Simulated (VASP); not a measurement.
A run of VASP 6.6.1 is set up as follows.

POSCAR

```
C
1.0
    3.5602834153      0.0000000000      0.0000000000
    0.0000000000     -3.5602834153      0.0000000000
    0.0000000000      0.0000000000     -3.5602834153
C
8
Direct
    0.5000000000      0.0000000000     -0.0245766951
    0.0000000000      0.5000000000      0.0000000000
    0.0000000000      0.0000000000      0.5000000000
    0.5000000000      0.5000000000      0.5000000000
    0.7500000000      0.7500000000      0.7500000000
    0.2500000000      0.2500000000      0.7500000000
    0.2500000000      0.7500000000      0.2500000000
    0.7500000000      0.2500000000      0.2500000000
```

File INCAR.step1:

```
SYSTEM = C
PREC = Accurate
ENCUT = 910
ISMEAR = 0
SIGMA = 0.05
LREAL = .False.
LASPH = .True.
NELM = 120
NBANDS = 26
GGA = PE
ALGO = Normal
EDIFF = 1E-5
LWAVE = .True.
LCHARG = .False.
GGA_COMPAT = .False.
```

INCAR.step2

```
SYSTEM = C
PREC = Accurate
ENCUT = 910
EDIFF = 1E-6
ISMEAR = 0
SIGMA = 0.05
LREAL = .False.
LASPH = .True.
NELM = 120
ALGO = Normal
ISIF = 2
LWAVE = .False.
LCHARG = .True.
METAGGA = R2SCAN
LMIXTAU = .True.
LELF = .True.
LVHAR = .True.
NBANDS = 26
ISTART = 1
GGA_COMPAT = .False.
```

Contents of KPOINTS:

```
Automatic mesh
0
Gamma
  6 6 6
  0 0 0
```

Potentials or basis: VASP PAW PBE potentials, release 64 (C_h).

Run with:

```console
$ cat potpaw_PBE.64/C_h/POTCAR > POTCAR
$ cp INCAR.step1 INCAR
$ mpirun -np 1 vasp_std > vasp.out
$ cp INCAR.step2 INCAR
$ mpirun -np 1 vasp_std > vasp.out
```

Problem. What does it give for the pressure?

Solution. 0.0 GPa.

Problem. Predict the band gap on the k mesh.

Solution. 3.98 eV.

Problem. Estimate the largest force.

Solution. 4.003 eV/Å.

Stress tensor (GPa, compression positive):
```
 0.21  0.70  0.00
 0.70  0.21  0.00
 0.00  0.00 -0.54
```

Caveat: the cell differs from its parent crystal (atom 1 (C) moved +0.087 Å along Cartesian [0 0 1]); the cutoff is under 1.25 times the usual one of these potentials, so pressure, stress and relaxed cells hold a basis-set (Pulay) error; the PAW data sets were made with another functional, which shifts forces and pressure a little. A k mesh can miss the band edges.
